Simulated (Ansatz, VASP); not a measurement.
# Hg in VASP and in Ansatz

The input INCAR:

```
ALGO = Normal
EDIFF = 1E-7
ENCUT = 520
GGA = PE
ISIF = 2
ISMEAR = -1
LASPH = T
LCHARG = F
LREAL = F
LWAVE = F
NBANDS = 19
NELM = 100
PREC = Accurate
SIGMA = 0.05
```

The input KPOINTS:

```
k-points
0
Gamma
  11 11 11
```

File POSCAR:

```
Hg
1.0
    0.0000000000      3.5007375682      3.5007375682
    3.5007375682      0.0000000000      3.5007375682
    3.5007375682      3.5007375682      0.0000000000
Hg
2
Direct
   -0.1250000000     -0.1250000000     -0.1250000000
    0.1250000000      0.1250000000      0.1250000000
```

Input for Ansatz:

```yaml
crystal:
  lattice:
    - [0.0, 3.5007375682, 3.5007375682]
    - [3.5007375682, 0.0, 3.5007375682]
    - [3.5007375682, 3.5007375682, 0.0]
  atoms:
    - { symbol: Hg, position: [-0.125, -0.125, -0.125] }
    - { symbol: Hg, position: [0.125, 0.125, 0.125] }
kpoints:
  mp_grid: { grid: [11, 11, 11] }
scf:
  occupations: { method: fermi_dirac, width: 0.05 }
hamiltonian:
  xc: pbe
  pseudopotentials: { kind: all_electron, lapw: { basis_error: 0.001 } }
output:
  forces: true
  stress: true
  eigenvalues: true
  populations: true
```

Change from the starting cell: volume scaled by 0.76, LAPW.

Alike in both runs: task single point; functional PBE; k mesh 11 × 11 × 11; occupations fermi-dirac, width 0.05 eV; no spin polarisation.

|  | VASP | Ansatz |
| --- | --- | --- |
| version | VASP 6.6.1 | Ansatz 0.2.0 |
| potentials or method | VASP PAW PBE potentials, release 64 (Hg), cutoff 520 eV | all-electron LAPW, scalar-relativistic |

```csv
,VASP,Ansatz,Ansatz less VASP
pressure (GPa),0.5,0.5,-0.08
```

Ansatz ran all-electron here, and VASP with PAW potentials.

Neither program's run includes spin-orbit coupling.
